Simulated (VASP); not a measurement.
A run of VASP 6.6.1 is set up as follows.

Contents of INCAR:

```
SYSTEM = VN2
PREC = Accurate
ENCUT = 1330
EDIFF = 1E-6
ISMEAR = -1
SIGMA = 0.02
LREAL = .FALSE.
LASPH = .TRUE.
NELM = 200
ALGO = Normal
ISIF = 2
LWAVE = .FALSE.
LCHARG = .FALSE.
ISPIN = 2
MAGMOM = 2 2 0 0 0 0
LORBIT = 11
LMAXMIX = 4
LDAU = .TRUE.
LDAUTYPE = 2
LDAUL = 2 -1
LDAUU = 3.25 0
LDAUJ = 0 0
LDAUPRINT = 1
GGA = PS
NBANDS = 36
GGA_COMPAT = .FALSE.
```

KPOINTS

```
Automatic mesh
0
G
  6 6 6
  0 0 0
```

POSCAR

```
VN2
1.0
   -2.1507500000      2.1507500000      2.4913500000
    2.1507500000     -2.1507500000      2.4913500000
    2.1507500000      2.1507500000     -2.4913500000
V N
2 4
Direct
    0.2500000000      0.2500000000      0.0000000000
    0.7500000000      0.7500000000      0.0000000000
    0.1151000000      0.6151000000      0.7302000000
    0.6151000000      0.8849000000      0.5000000000
    0.8849000000      0.3849000000      0.2698000000
    0.3849000000      0.1151000000      0.5000000000
```

Potentials or basis: VASP PAW PBE potentials, release 64 (V_sv, N_h).

Run with:

```bash
$ cat potpaw_PBE.64/V_sv/POTCAR potpaw_PBE.64/N_h/POTCAR > POTCAR
$ mpirun -np 1 vasp_std > vasp.out
```

(1) What does it give for the pressure?

(2) Estimate the net moment.

Results:

(1) -4.2 GPa.

(2) 0.12 μB per cell.

Caveat: the stress differs along the axes, from -9 to -2 GPa; the PAW data sets were made with another functional, which shifts forces and pressure a little.
